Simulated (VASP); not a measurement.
# ZrMoSe4 (P4/mmm) in VASP: further runs

ZrMoSe4 is run at these levels: PBE; tasks: single point.

All numbers are computed with VASP 6.6.1; they aren't measurements. Logs are shortened: lines on timing, memory, paths and dates and some standing lists are left out, and cuts for length are marked.

## (1) The cell of the first run

Symmetry: P4/mmm, No. 123, tetragonal system. The conventional cell has a = 3.184 Å, b = 3.184 Å, c = 14.832 Å, α = 90.00°, β = 90.00°, γ = 90.00°. Zr (site symmetry 4/mmm) has 8 Se at 2.81 Å and 4 Zr at 3.18 Å within 3.7 Å. Mo (site symmetry 4/mmm) has 8 Se at 2.72 Å and 4 Mo at 3.18 Å within 3.6 Å. Within 3.7 Å of Se (site symmetry 4mm) lie 4 Zr at 2.81 Å and 5 Se at 3.18 to 3.38 Å. Within 3.6 Å of Se (site symmetry 4mm) lie 4 Mo at 2.72 Å and 5 Se at 3.04 to 3.18 Å.

The cell was built from a structure type or drawn by symmetry, and may not be a known phase.

## (2) Single point, PBE

Input file INCAR:

```
ALGO = Normal
EDIFF = 1E-6
ENCUT = 520
GGA = PE
ISIF = 2
ISMEAR = 0
LASPH = True
LCHARG = True
LELF = True
LREAL = False
LVHAR = True
LWAVE = False
NBANDS = 34
NELM = 80
PREC = Accurate
SIGMA = 0.1
```

Input file KPOINTS:

```
k-points
0
Gamma
  12 12 4
```

Input file POSCAR:

```
ZrMoSe4
1.0
    3.1840153569      0.0000000000      0.0000000000
    0.0000000000      3.1840153569      0.0000000000
    0.0000000000      0.0000000000     14.8317937290
Zr Mo Se
1 1 4
Direct
    0.0000000000      0.0000000000      0.5000000000
    0.0000000000      0.0000000000      0.0000000000
    0.5000000000      0.5000000000      0.3860894209
    0.5000000000      0.5000000000      0.8973550581
    0.5000000000      0.5000000000      0.1026449419
    0.5000000000      0.5000000000      0.6139105791
```

Potentials or basis: VASP PAW PBE potentials, release 64 (Zr_sv, Mo_sv, Se).

Started as:

```console
> cat potpaw_PBE.64/Zr_sv/POTCAR potpaw_PBE.64/Mo_sv/POTCAR potpaw_PBE.64/Se/POTCAR > POTCAR
> mpirun -np 1 vasp_std > vasp.out
```

OUTCAR:

```text
EDIFF = 1E-6
   ENCUT = 520
   GGA = PE
   ISIF = 2
   ISMEAR = 0
   LASPH = True
   LREAL = False
   NELM = 80
   PREC = Accurate

 ion  position               nearest neighbor table
   1  0.000  0.000  0.500-   3 2.81   6 2.81   3 2.81   6 2.81   3 2.81   6 2.81   3 2.81   6 2.81

   2  0.000  0.000  0.000-   4 2.72   5 2.72   4 2.72   5 2.72   4 2.72   5 2.72   4 2.72   5 2.72

   3  0.500  0.500  0.386-   1 2.81   1 2.81   1 2.81   1 2.81
   4  0.500  0.500  0.897-   2 2.72   2 2.72   2 2.72   2 2.72
   5  0.500  0.500  0.103-   2 2.72   2 2.72   2 2.72   2 2.72
   6  0.500  0.500  0.614-   1 2.81   1 2.81   1 2.81   1 2.81

  LATTYP: Found a simple tetragonal cell.
 ALAT       =     3.1840153569
 C/A-ratio  =     4.6582042065

  Lattice vectors:

 A1 = (   3.1840153569,   0.0000000000,   0.0000000000)
 A2 = (   0.0000000000,   3.1840153569,   0.0000000000)
 A3 = (   0.0000000000,   0.0000000000,  14.8317937290)

Analysis of symmetry for initial positions (statically):
=====================================================================
 Subroutine PRICEL returns:
 Original cell was already a primitive cell.

 Routine SETGRP: Setting up the symmetry group for a
 simple tetragonal supercell.

 Subroutine GETGRP returns: Found 16 space group operations
 (whereof 16 operations were pure point group operations)
 out of a pool of 16 trial point group operations.

The static configuration has the point symmetry D_4h.

Analysis of symmetry for dynamics (positions and initial velocities):
=====================================================================
 Subroutine PRICEL returns:
 Original cell was already a primitive cell.

 Routine SETGRP: Setting up the symmetry group for a
 simple tetragonal supercell.

 Subroutine GETGRP returns: Found 16 space group operations
 (whereof 16 operations were pure point group operations)
 out of a pool of 16 trial point group operations.

The dynamic configuration has the point symmetry D_4h.

 Subroutine INISYM returns: Found 16 space group operations
 (whereof 16 operations are pure point group operations),
 and found     1 'primitive' translations

----------------------------------------------------------------------------------------

                                     Primitive cell

  volume of cell :     150.3640

  direct lattice vectors                    reciprocal lattice vectors
     3.184015357  0.000000000  0.000000000     0.314068837  0.000000000  0.000000000
     0.000000000  3.184015357  0.000000000     0.000000000  0.314068837  0.000000000
     0.000000000  0.000000000 14.831793729     0.000000000  0.000000000  0.067422728

  length of vectors
     3.184015357  3.184015357 14.831793729     0.314068837  0.314068837  0.067422728

  position of ions in fractional coordinates (direct lattice)
     0.000000000  0.000000000  0.500000000
     0.000000000  0.000000000  0.000000000
     0.500000000  0.500000000  0.386089421
     0.500000000  0.500000000  0.897355058
     0.500000000  0.500000000  0.102644942
     0.500000000  0.500000000  0.613910579

  ion indices of the primitive-cell ions
   primitive index   ion index
                 1           1
                 2           2
                 3           3
                 4           4
                 5           5
                 6           6

----------------------------------------------------------------------------------------

 KPOINTS: k-points

Automatic generation of k-mesh.
 Grid dimensions read from file:
 generate k-points for:   12   12    4

 Generating k-lattice:

  Cartesian coordinates                     Fractional coordinates (reciprocal lattice)
     0.026172403  0.000000000  0.000000000     0.083333333  0.000000000  0.000000000
     0.000000000  0.026172403  0.000000000     0.000000000  0.083333333  0.000000000
     0.000000000  0.000000000  0.016855682     0.000000000  0.000000000  0.250000000

  Length of vectors
     0.026172403  0.026172403  0.016855682

  Shift w.r.t. Gamma in fractional coordinates (k-lattice)
     0.000000000  0.000000000  0.000000000

 Subroutine IBZKPT returns following result:
 ===========================================

 Found     84 irreducible k-points:

 Following reciprocal coordinates:
            Coordinates               Weight
  0.000000  0.000000  0.000000      1.000000
  0.083333  0.000000  0.000000      4.000000
  0.166667  0.000000  0.000000      4.000000
  0.250000  0.000000  0.000000      4.000000
  0.333333  0.000000  0.000000      4.000000
  0.416667  0.000000  0.000000      4.000000
[... 16 lines left out ...]
  0.333333  0.333333  0.000000      4.000000
  0.416667  0.333333  0.000000      8.000000
 [... further k-points ...]
   k-points           NKPTS =     84   k-points in BZ     NKDIM =     84   number of bands    NBANDS=     34
   number of dos      NEDOS =    301   number of ions     NIONS =      6
   total plane-waves  NPLWV =  64512
   dimension x,y,z NGX =    24 NGY =   24 NGZ =  112
   dimension x,y,z NGXF=    48 NGYF=   48 NGZF=  224
   ions per type =               1   1   4
   NGX,Y,Z   is equivalent  to a cutoff of  12.53, 12.53, 12.55 a.u.
   NGXF,Y,Z  is equivalent  to a cutoff of  25.06, 25.06, 25.11 a.u.
 SYSTEM =  unknown system
   PREC   = accura    normal or accurate (medium, high low for compatibility)
   ISTART =      0    job   : 0-new  1-cont  2-samecut
   ICHARG =      2    charge: 1-file 2-atom 10-const
   ISPIN  =      1    spin polarized calculation?
   LNONCOLLINEAR =      F non collinear calculations
   LSORBIT =      F    spin-orbit coupling
   LASPH  =      T    aspherical Exc in radial PAW
   ENCUT  =  520.0 eV  38.22 Ry    6.18 a.u.   5.92  5.92 27.58*2*pi/ulx,y,z
   NELM   =     80;   NELMIN=  2; NELMDL= -5     # of ELM steps
   EDIFF  = 0.1E-05   stopping-criterion for ELM
   LREAL  =      F    real-space projection
   EDIFFG = 0.1E-04   stopping-criterion for IOM
   NSW    =      0    number of steps for IOM
   IBRION =     -1    ionic relax: 0-MD 1-quasi-New 2-CG
   NFREE  =      0    steps in history (QN), initial steepest desc. (CG)
   ISIF   =      2    stress and relaxation
   ISYM   =      2    0-nonsym 1-usesym 2-fastsym
   POTIM  = 0.5000    time-step for ionic-motion
   TEBEG  =    0.0;   TEEND  =   0.0 temperature during run
   PSTRESS=    0.0 pullay stress
   NELECT =      50.0000    total number of electrons
   NUPDOWN=      -1.0000    fix difference up-down
   EMIN   =  10.00;   EMAX   =-10.00  energy-range for DOS
   EFERMI =   0.00;   METHOD = LEGACY
   ISMEAR =     0;   SIGMA  =   0.10  broadening in eV -4-tet -1-fermi 0-gaus
   EFERMI_NEDOS =   21; number of points for ismear=-14 and -15
   IALGO  =     38    algorithm
   IMIX   =      4    mixing-type and parameters
     AMIX     =   0.40;   BMIX     =  1.00
     AMIX_MAG =   1.60;   BMIX_MAG =  1.00
  volume/ion in A,a.u.               =      25.06       169.12
  Fermi-wavevector in a.u.,A,eV,Ry     =   1.134184  2.143297 17.502171  1.286373
  Thomas-Fermi vector in A             =   2.270888
   LORBIT       =      0    0 simple, 1 ext, 2 COOP (PROOUT), +10 PAW based schemes
   GGA     = PE    functional components
   LHFCALC =     F    Hartree Fock is set to
   AEXX    =    0.0000 exact exchange contribution
   IVDW    =     0    specifies the selected vdW correction
   LEPSILON=     F    determine dielectric tensor
   LRPA    =     F    only Hartree local field effects (RPA)
 non-spin polarized calculation
 Gauss-broadening in eV      SIGMA  =   0.10
  energy-cutoff  :      520.00
  volume of cell :      150.36
 maximum number of plane-waves:      4096
 NGX is ok and might be reduce to    24
   NGX = 11   NGY = 11   NGZ = 55

 number of electron      50.0000000 magnetization

 Free energy of the ion-electron system (eV)
  ---------------------------------------------------
  ext. energy  EPLUGINS =         0.00000000
  ---------------------------------------------------
  free energy    TOTEN  =       -37.29159326 eV

  energy without entropy =      -37.27671707  energy(sigma->0) =      -37.28415516

 E-fermi :   4.4353     XC(G=0):  -9.3143

 val. band max:        4.4304139231   @ k =   0.0833   0.0833   0.2500
 cond. band min:       4.4523375209   @ k =   0.0000   0.0000   0.5000
 fundamental gap:      0.0219235978
 Fermi energy:         4.4352823816

 k-point     1 :       0.0000    0.0000    0.0000
  band No.  band energies     occupation
      1     -56.9446      2.00000
      2     -44.5236      2.00000
      3     -30.9631      2.00000
      4     -30.9631      2.00000
      5     -30.9117      2.00000
      6     -22.7141      2.00000
[... 26 lines left out ...]
     33       8.9967      0.00000
     34       9.6286      0.00000

 k-point     2 :       0.0833    0.0000    0.0000
  band No.  band energies     occupation
      1     -56.9434      2.00000
      2     -44.5200      2.00000
      3     -30.9798      2.00000
      4     -30.9615      2.00000
      5     -30.9095      2.00000
      6     -22.7073      2.00000
[... 26 lines left out ...]
     33       9.1053      0.00000
     34       9.4974      0.00000

 k-point     3 :       0.1667    0.0000    0.0000
  band No.  band energies     occupation
      1     -56.9400      2.00000
      2     -44.5102      2.00000
      3     -31.0253      2.00000
      4     -30.9573      2.00000
      5     -30.9035      2.00000
      6     -22.6887      2.00000
[... 26 lines left out ...]
     33       8.4494      0.00000
     34       9.2019      0.00000

 k-point     4 :       0.2500    0.0000    0.0000
  band No.  band energies     occupation
      1     -56.9355      2.00000
      2     -44.4969      2.00000
      3     -31.0868      2.00000
      4     -30.9516      2.00000
      5     -30.8952      2.00000
      6     -22.6630      2.00000
[... 26 lines left out ...]
     33       8.4054      0.00000
     34       8.6809      0.00000

 k-point     5 :       0.3333    0.0000    0.0000
  band No.  band energies     occupation
      1     -56.9310      2.00000
      2     -44.4835      2.00000
      3     -31.1478      2.00000
      4     -30.9458      2.00000
      5     -30.8869      2.00000
      6     -22.7366      2.00000
[... 621 lines left out ...]
 k-point    22 :       0.5000    0.2500    0.0000
  band No.  band energies     occupation
      1     -56.9177      2.00000
      2     -44.4445      2.00000
      3     -31.1885      2.00000
      4     -31.0554      2.00000
      5     -30.8648      2.00000
      6     -22.8254      2.00000
[... 26 lines left out ...]
     33       8.2537      0.00000
     34       9.3562      0.00000

 k-point    23 :       0.3333    0.3333    0.0000
  band No.  band energies     occupation
      1     -56.9177      2.00000
      2     -44.4447      2.00000
      3     -31.1246      2.00000
      4     -31.1178      2.00000
      5     -30.8651      2.00000
      6     -22.6718      2.00000
[... 26 lines left out ...]
     33       8.3719      0.00000
     34       8.4431      0.00000

 k-point    24 :       0.4167    0.3333    0.0000
  band No.  band energies     occupation
      1     -56.9145      2.00000
      2     -44.4352      2.00000
      3     -31.1633      2.00000
      4     -31.1146      2.00000
      5     -30.8598      2.00000
      6     -22.7602      2.00000
[... 26 lines left out ...]
     33       8.4577      0.00000
     34       8.6347      0.00000

 [... further k-points ...]

------------------------ aborting loop because EDIFF is reached ----------------------------------------

  FORCE on cell =-STRESS in cart. coord.  units (eV):
  Direction    XX          YY          ZZ          XY          YZ          ZX
  --------------------------------------------------------------------------------------
  -------------------------------------------------------------------------------------
  Total        0.1079812      0.1079812      0.1160648      0.0000000      0.0000000      0.0000000
  in kB        1.1505741      1.1505741      1.2367076      0.0000000      0.0000000      0.0000000
  external PRESSURE =       1.1792853 kB  Pullay stress =       0.0000000 kB

 VOLUME and BASIS-vectors are now :
 -----------------------------------------------------------------------------
  energy-cutoff  :      520.00
  volume of cell :      150.36
      direct lattice vectors                 reciprocal lattice vectors
     3.184015357  0.000000000  0.000000000     0.314068837  0.000000000  0.000000000
     0.000000000  3.184015357  0.000000000     0.000000000  0.314068837  0.000000000
     0.000000000  0.000000000 14.831793729     0.000000000  0.000000000  0.067422728

 POSITION                                       TOTAL-FORCE (eV/Angst)
 -----------------------------------------------------------------------------------
      0.00000      0.00000      7.41590        -0.000000      0.000000      0.000000
      0.00000      0.00000      0.00000        -0.000000      0.000000      0.000000
      1.59201      1.59201      5.72640        -0.000000     -0.000000     -0.015173
      1.59201      1.59201     13.30939        -0.000000     -0.000000     -0.022577
      1.59201      1.59201      1.52241         0.000000      0.000000      0.022577
      1.59201      1.59201      9.10540         0.000000      0.000000      0.015173
 -----------------------------------------------------------------------------------
    total drift:                                0.000000     -0.000000     -0.000000

  FREE ENERGIE OF THE ION-ELECTRON SYSTEM (eV)
  ---------------------------------------------------
  free  energy   TOTEN  =       -37.2915932572 eV

  energy  without entropy=      -37.2767170661  energy(sigma->0) =      -37.28415516
```

Run time: 3.4 min. Hardware: 1 thread of Intel Xeon 6975P-C (Granite Rapids), shared host; peak memory 0.53 GiB.

What came out:

* Free energy: -37.2916 eV
* Pressure: 0.1 GPa
* Largest force: 0.023 eV/Å
* Band gap on the k mesh: zero (bands 25 and 26 overlap by 0.58 eV)

Forces in eV/Å, atoms in the order of the input:
```
Zr   0.000  0.000  0.000
Mo   0.000  0.000  0.000
Se   0.000  0.000 -0.015
Se   0.000  0.000 -0.023
Se   0.000  0.000  0.023
Se   0.000  0.000  0.015
```

Caveat: this functional lacks dispersion, which binds the layers, so the pressure and a relaxed spacing across them are unreliable.

## (3) Single point, PBE

Input file INCAR:

```
SYSTEM = ZrMoSe4
PREC     = Accurate       ! precision mode
ENCUT    = 520            ! plane-wave cutoff, eV
EDIFF    = 1E-7           ! SCF threshold, eV
ISMEAR   = 0              ! smearing method
SIGMA    = 0.1            ! smearing width, eV
LREAL    = .FALSE.        ! projectors in reciprocal space
LASPH    = .TRUE.         ! aspherical terms in the spheres
NELM     = 80             ! most SCF steps
ALGO     = Normal         ! electronic algorithm
ISIF     = 2              ! what is computed and relaxed
LWAVE    = .FALSE.        ! write WAVECAR
LCHARG   = .FALSE.        ! write CHGCAR
GGA      = PE             ! functional
NBANDS   = 34             ! bands
```

Input file KPOINTS:

```
regular mesh
0
G
  12 12 4
  0 0 0
```

POSCAR is that of step 2.

Potentials or basis: VASP PAW PBE potentials, release 64 (Zr_sv, Mo_sv, Se).

Started as:

```console
> cat potpaw_PBE.64/Zr_sv/POTCAR potpaw_PBE.64/Mo_sv/POTCAR potpaw_PBE.64/Se/POTCAR > POTCAR
> mpirun -np 1 vasp_std > vasp.out
```

Wall time 3.5 min (1 thread of Intel Xeon 6975P-C (Granite Rapids), shared host); peak memory 0.53 GiB.

It converged, with:

| Property | Result |
| --- | --- |
| Free energy | -37.2916 eV |
| Pressure | 0.1 GPa |
| Largest force | 0.023 eV/Å |
| Band gap on the k mesh | zero (bands 25 and 26 overlap by 0.58 eV) |

Forces on the atoms (eV/Å):
```
Zr   0.000  0.000  0.000
Mo   0.000  0.000  0.000
Se   0.000  0.000 -0.015
Se   0.000  0.000 -0.023
Se   0.000  0.000  0.023
Se   0.000  0.000  0.015
```

Levels at points of the mesh, in eV from the Fermi level:
| k point | band 22 | band 23 | band 24 | band 25 | band 26 | band 27 | band 28 | band 29 |
| --- | --- | --- | --- | --- | --- | --- | --- | --- |
| (0.00, 0.00, 0.00) | -0.83 | -0.36 | -0.36 | -0.07 | 0.39 | 0.39 | 0.54 | 1.10 |
| (0.50, 0.00, 0.00) | -1.83 | -0.87 | -0.57 | -0.03 | 0.98 | 1.37 | 1.79 | 2.42 |
| (0.50, 0.50, 0.00) | -3.55 | -0.52 | -0.10 | 0.45 | 0.94 | 1.96 | 2.44 | 2.44 |
| (0.00, 0.00, 0.50) | -0.83 | -0.36 | -0.36 | 0.02 | 0.39 | 0.39 | 0.54 | 1.12 |
| (0.50, 0.00, 0.50) | -1.89 | -0.87 | -0.57 | -0.03 | 0.98 | 1.37 | 1.79 | 2.42 |
| (0.50, 0.50, 0.50) | -3.57 | -0.52 | 0.08 | 0.26 | 0.94 | 1.96 | 2.45 | 2.45 |

Caveat: this functional lacks dispersion, which binds the layers, so the pressure and a relaxed spacing across them are unreliable.

(Part 1 of 2 ends here.)
